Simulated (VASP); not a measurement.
**AlRu (WC type): single point with PBE**

AlRu (WC type):

```
Ru Al
1.0
     2.82642    0.00000    0.00000
    -1.41321    2.44775    0.00000
     0.00000    0.00000    3.84002
Ru Al
1 1
Direct
  0.00000 0.00000 0.00000
  0.33333 0.66667 0.50000
```

```json
{"Program": "VASP 6.6.1", "Task": "single point", "Functional": "PBE", "Potentials or basis": "VASP PAW PBE potentials, release 64 (Ru_pv, Al)", "Cutoff": "520 eV", "k mesh": "13 × 13 × 12", "Occupations": "fermi-dirac, width 0.05 eV", "Spin": "no spin polarisation", "Dipole correction": "no", "Further INCAR settings": "ALGO = Normal; EDIFF = 1e-06; NBANDS = 16"}
```

```
Pressure               : 13.3 GPa
Band gap on the k mesh : zero (an odd number of electrons rules out a gap without spin polarisation)
```

Levels at points of the mesh, in eV from the Fermi level:
| k point | band 6 | band 7 | band 8 | band 9 | band 10 | band 11 |
| --- | --- | --- | --- | --- | --- | --- |
| (0.00, 0.00, 0.00) | -1.85 | -1.85 | 0.03 | 0.03 | 0.03 | 6.81 |
| (0.00, 0.00, 0.50) | -2.04 | -1.81 | -1.81 | -0.27 | -0.27 | 10.10 |

Wall time 27 s on 1 thread of Intel(R) Xeon(R) Platinum 8488C (Sapphire Rapids), on a shared host, peak memory 0.19 GiB.

Caveat: the cell stands under pressure.
